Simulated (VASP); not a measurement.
A run of VASP 6.6.1 is set up as follows.

The input INCAR:

```
PREC = Accurate
ENCUT = 600
EDIFF = 1E-6
ISMEAR = 1
SIGMA = 0.1
LREAL = False
LASPH = True
NELM = 100
ALGO = Normal
ISIF = 3
LWAVE = False
LCHARG = False
GGA = PE
IBRION = 2
NSW = 60
EDIFFG = -0.005
```

The input KPOINTS:

```
Automatic mesh
0
Gamma
  23 23 23
```

POSCAR

```
Ta
1.0
   -1.6550000000      1.6550000000      1.6550000000
    1.6550000000     -1.6550000000      1.6550000000
    1.6550000000      1.6550000000     -1.6550000000
Ta
1
Direct
    0.0000000000      0.0000000000      0.0000000000
```

Potentials or basis: VASP PAW PBE potentials, release 64 (Ta_pv).

The run is started by

```bash
$ cat potpaw_PBE.64/Ta_pv/POTCAR > POTCAR
$ mpirun -np 1 vasp_std > vasp.out
```

**Question.** Predict the relaxed volume.

**Answer.** 18.29 Å³/atom.

**Question.** Estimate the band gap on the k mesh.

**Answer.** Zero (an odd number of electrons rules out a gap without spin polarisation).

**Question.** What does it give for the space group after relaxing (to 0.1 Å)?

**Answer.** Im-3m (No. 229).

**Question.** What does it give for the relaxed cell?

**Answer.** a = 2.875 Å, b = 2.875 Å, c = 2.875 Å, α = 109.47°, β = 109.47°, γ = 109.47°.

The path:
| step | energy change (eV) | largest force (eV/Å) | pressure (GPa) | volume (Å³) |
| --- | --- | --- | --- | --- |
| 1 | 0.0000 | 0.0000 | 1.80 | 18.13 |
| 2 | 0.0038 | 0.0000 | -3.92 | 18.67 |
| 3 | -0.0009 | 0.0000 | 0.00 | 18.29 |

Caveat: spin-orbit coupling is left out, which moves the levels of the heavy elements.
